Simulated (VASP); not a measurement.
## MgB2: single point with PBE

Crystal: MgB2.

```
CELL_PARAMETERS angstrom
3.31423 0.00000 0.00000
0.00000 3.31423 0.00000
0.00000 0.00000 7.07457
ATOMIC_POSITIONS crystal
Mg 0.00000 0.50000 0.31970
Mg 0.50000 0.00000 0.68030
B 0.50000 0.25387 0.09798
B 0.50000 0.74613 0.09798
B 0.25387 0.50000 0.90202
B 0.74613 0.50000 0.90202
```

The cell was generated, and may not be a known phase.

```
Program             : VASP 6.6.1
Task                : single point
Functional          : PBE
Potentials or basis : VASP PAW PBE potentials, release 64 (Mg, B)
Cutoff              : 520 eV
k mesh              : 6 × 6 × 4
Occupations         : gaussian, width 0.1 eV
Spin                : no spin polarisation
```

```json
{
 "Pressure": "-0.1 GPa",
 "Largest force": "0.024 eV/Å",
 "Band gap on the k mesh": "zero (bands 8 and 9 overlap by 0.33 eV)"
}
```

Forces in eV/Å, atoms in the order of the input:
```
Mg   0.000  0.000 -0.015
Mg   0.000  0.000  0.015
B    0.000  0.006  0.024
B    0.000 -0.006  0.024
B    0.006  0.000 -0.024
B   -0.006  0.000 -0.024
```

Levels at points of the mesh, in eV from the Fermi level:
| k point | band 4 | band 5 | band 6 | band 7 | band 8 | band 9 | band 10 | band 11 | band 12 | band 13 |
| --- | --- | --- | --- | --- | --- | --- | --- | --- | --- | --- |
| (0.00, 0.00, 0.00) | -4.07 | -3.43 | -2.09 | -2.09 | -0.91 | 2.44 | 4.55 | 4.55 | 6.48 | 6.51 |
| (0.50, 0.00, 0.00) | -4.03 | -3.94 | -2.67 | -1.46 | -0.18 | 1.37 | 2.10 | 4.15 | 4.65 | 4.97 |
| (0.50, 0.50, 0.00) | -5.09 | -2.84 | -2.14 | -2.14 | -1.28 | 1.04 | 1.85 | 2.03 | 2.03 | 3.81 |
| (0.00, 0.00, 0.50) | -3.43 | -3.17 | -3.13 | -2.09 | -2.09 | 4.44 | 4.44 | 4.52 | 5.59 | 6.52 |
| (0.50, 0.00, 0.50) | -4.26 | -3.88 | -2.00 | -0.21 | -0.18 | -0.07 | 1.25 | 2.10 | 6.01 | 7.15 |
| (0.50, 0.50, 0.50) | -5.16 | -2.77 | -2.27 | -2.27 | -0.82 | 0.15 | 2.39 | 3.29 | 3.29 | 3.93 |

It took 23 s on 1 thread of AMD EPYC 9R45 96-Core Processor (Zen 5), on a shared host, peak memory 0.17 GiB.
